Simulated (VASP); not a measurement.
# CaO (Cmcm) in VASP: further runs, part 2 of 2

VASP 6.6.1.

### 3 Single point, PBE

INCAR reads:

```
SYSTEM = CaO
  PREC = Accurate
  ENCUT = 520
  EDIFF = 1E-6
  ISMEAR = 0
  SIGMA = 0.05
  LREAL = .False.
  LASPH = .True.
  NELM = 100
  ALGO = Normal
  ISIF = 2
  LWAVE = .False.
  LCHARG = .False.
  GGA = PE
  NBANDS = 24
```

KPOINTS reads:

```
regular mesh
0
Gamma
  9 9 6
  0 0 0
```

POSCAR reads:

```
CaO
1.0
    3.6845003198      0.0000000000      0.0000000000
   -1.8422501599      3.6993015827      0.0000000000
    0.0000000000      0.0000000000      4.8717016612
Ca O
2 2
Direct
    0.3333333333      0.6666666667      0.7500000000
    0.6666666667      0.3333333333      0.2500000000
    0.3333333333      0.6666666667      0.2500000000
    0.6666666667      0.3333333333      0.7500000000
```

Potentials or basis: VASP PAW PBE potentials, release 64 (Ca_sv, O).

Run with:

```sh
$ cat potpaw_PBE.64/Ca_sv/POTCAR potpaw_PBE.64/O/POTCAR > POTCAR
$ mpirun -np 1 vasp_std > vasp.out
```

OUTCAR:

```text
SYSTEM = CaO
   PREC = Accurate
   ENCUT = 520
   EDIFF = 1E-6
   ISMEAR = 0
   LREAL = .False.
   LASPH = .True.
   NELM = 100
   ISIF = 2
   GGA = PE

 ion  position               nearest neighbor table
   1  0.333  0.667  0.750-   4 2.22   4 2.22   3 2.44   3 2.44   4 2.47
   2  0.667  0.333  0.250-   3 2.22   3 2.22   4 2.44   4 2.44   3 2.47
   3  0.333  0.667  0.250-   2 2.22   2 2.22   1 2.44   1 2.44   2 2.47
   4  0.667  0.333  0.750-   1 2.22   1 2.22   2 2.44   2 2.44   1 2.47

  LATTYP: Found a base centered orthorhombic cell.
 ALAT       =     3.6845003198
 B/A-ratio  =     2.0080343393
[... 849 lines left out ...]
  --------------------------------------------------------------------------------------
  -------------------------------------------------------------------------------------
  Total        3.5885710     -1.0902324     -0.4610823      0.0000000     -0.0000000      0.0000000
  in kB       86.5870823    -26.3057485    -11.1252554      0.0000000     -0.0000000      0.0000000
  external PRESSURE =      16.3853594 kB  Pullay stress =       0.0000000 kB

 VOLUME and BASIS-vectors are now :
 -----------------------------------------------------------------------------
  energy-cutoff  :      520.00
  volume of cell :       66.40
      direct lattice vectors                 reciprocal lattice vectors
     3.684500320  0.000000000  0.000000000     0.271407223  0.135160648  0.000000000
    -1.842250160  3.699301583  0.000000000     0.000000000  0.270321297  0.000000000
     0.000000000  0.000000000  4.871701661     0.000000000  0.000000000  0.205267085

 POSITION                                       TOTAL-FORCE (eV/Angst)
 -----------------------------------------------------------------------------------
     -0.00000      2.46620      3.65378         0.000000      0.797753     -0.000000
      1.84225      1.23310      1.21793         0.000000     -0.797753      0.000000
     -0.00000      2.46620      1.21793         0.000000      0.613031      0.000000
      1.84225      1.23310      3.65378        -0.000000     -0.613031      0.000000
 -----------------------------------------------------------------------------------
    total drift:                               -0.000000      0.000000     -0.000000

  FREE ENERGIE OF THE ION-ELECTRON SYSTEM (eV)
  ---------------------------------------------------
  free  energy   TOTEN  =       -25.1610459230 eV

  energy  without entropy=      -25.1610459230  energy(sigma->0) =      -25.16104592
```

OSZICAR:

```text
N       E                     dE             d eps       ncg     rms          rms(c)
DAV:   1     0.325448796052E+03    0.32545E+03   -0.16462E+04  4808   0.133E+03
DAV:   2    -0.288839284290E+01   -0.32834E+03   -0.30975E+03  5632   0.388E+02
DAV:   3    -0.290380958867E+02   -0.26150E+02   -0.25961E+02  7904   0.104E+02
DAV:   4    -0.299524913411E+02   -0.91440E+00   -0.91303E+00  6648   0.174E+01
DAV:   5    -0.299758809715E+02   -0.23390E-01   -0.23389E-01  7056   0.207E+00    0.132E+01
DAV:   6    -0.252835836908E+02    0.46923E+01   -0.22328E+01  6848   0.304E+01    0.547E+00
DAV:   7    -0.252050505807E+02    0.78533E-01   -0.25733E+00  6280   0.106E+01    0.284E+00
DAV:   8    -0.251699192864E+02    0.35131E-01   -0.38829E-01  6600   0.472E+00    0.975E-01
DAV:   9    -0.251572819005E+02    0.12637E-01   -0.11228E-01  6184   0.204E+00    0.235E-01
DAV:  10    -0.251610116778E+02   -0.37298E-02   -0.11079E-02  5328   0.730E-01    0.137E-01
DAV:  11    -0.251612976052E+02   -0.28593E-03   -0.69188E-03  6192   0.461E-01    0.123E-01
DAV:  12    -0.251610402640E+02    0.25734E-03   -0.15052E-03  5568   0.266E-01    0.109E-02
DAV:  13    -0.251610442328E+02   -0.39688E-05   -0.58070E-05  6248   0.602E-02    0.490E-03
DAV:  14    -0.251610461962E+02   -0.19634E-05   -0.55449E-06  5112   0.157E-02    0.238E-03
DAV:  15    -0.251610459230E+02    0.27321E-06   -0.43221E-07  4464   0.570E-03
   1 F= -.25161046E+02 E0= -.25161046E+02  d E =-.195508E-12
```

Wall time 56 s (1 thread of Intel Xeon 6975P-C (Granite Rapids), shared host); peak memory 0.27 GiB.

Results:

* Free energy: -25.1610 eV
* Pressure: 1.6 GPa
* Largest force: 0.798 eV/Å
* Band gap on the k mesh: 3.23 eV, direct

Forces on the atoms (eV/Å):
```
Ca   0.000  0.798  0.000
Ca   0.000 -0.798  0.000
O    0.000  0.613  0.000
O    0.000 -0.613  0.000
```

Caveat: the cell differs from its parent crystal (strain +e along x and -e along y -0.0733, strain +e along z and -e/2 along x and y +0.0133).

### 4 Single point, PBE

Changes to INCAR since step 3:

```diff
@@ -3,3 +3,3 @@
   ENCUT = 520
-  EDIFF = 1E-6
+  EDIFF = 1E-7
   ISMEAR = 0
```

KPOINTS is that of step 3.

POSCAR reads:

```
CaO
1.0
    4.2181231312      0.0000000000      0.0000000000
   -2.1090615656      3.1445710824      0.0000000000
    0.0000000000      0.0000000000      5.0000688124
Ca O
2 2
Direct
    0.3333333333      0.6666666667      0.7500000000
    0.6666666667      0.3333333333      0.2500000000
    0.3333333333      0.6666666667      0.2500000000
    0.6666666667      0.3333333333      0.7500000000
```

Run with:

```sh
$ cat potpaw_PBE.64/Ca_sv/POTCAR potpaw_PBE.64/O/POTCAR > POTCAR
$ mpirun -np 1 vasp_std > vasp.out
```

Run time: 62 s. Hardware: 1 thread of Intel Xeon 6975P-C (Granite Rapids), shared host; peak memory 0.27 GiB.

It converged, with:

| Item | Value |
| --- | --- |
| Free energy | -25.0524 eV |
| Pressure | 2.6 GPa |
| Largest force | 1.422 eV/Å |
| Band gap on the k mesh | 3.34 eV, direct |

Forces on the atoms (eV/Å):
```
Ca   0.000 -1.422  0.000
Ca   0.000  1.422  0.000
O    0.000 -1.227  0.000
O    0.000  1.227  0.000
```

Stress tensor (GPa, compression positive):
```
-2.22  0.00  0.00
 0.00 13.33  0.00
 0.00  0.00 -3.44
```

Levels at points of the mesh, in eV from the valence-band top:
```tsv
k point	band 14	band 15	band 16	band 17	band 18	band 19
(0.00, 0.00, 0.00)	-0.92	-0.91	0.00	3.34	6.37	6.44
(0.00, 0.00, 0.50)	-1.29	-0.98	-0.98	5.17	5.17	7.71
```

Caveat: the cell differs from its parent crystal (strain +e along x and -e along y +0.0733, strain +e along z and -e/2 along x and y +0.0400); forces of over 1 eV/Å act on the atoms, so gaps and moduli don't describe the material at rest.

### 5 Summary

| cell | gap on the mesh (eV) | pressure (GPa) | largest force (eV/Å) |
| --- | --- | --- | --- |
| a = 3.564, b = 4.242, c = 4.808 Å, angles 90.0, 90.0, 114.8°, 4 atoms | 3.24 | 3.0 | 1.05 |
| a = 3.685, b = 4.133, c = 4.872 Å, angles 90.0, 90.0, 116.5°, 4 atoms | 3.23 | 1.6 | 0.80 |
| a = 4.218, b = 3.786, c = 5.000 Å, angles 90.0, 90.0, 123.8°, 4 atoms | 3.34 | 2.6 | 1.42 |

Alike in all rows: task single point; level PBE; potentials or basis VASP PAW PBE potentials, release 64 (Ca_sv, O); no spin polarisation; k mesh 9 × 9 × 6; cutoff (eV) 520; smearing gaussian 0.05 eV.

Caveats: forces of over 1 eV/Å act on the atoms, so gaps and moduli don't describe the material at rest (some runs).

Total energies depend on the potentials used, so only differences within one code and one set of settings carry meaning.
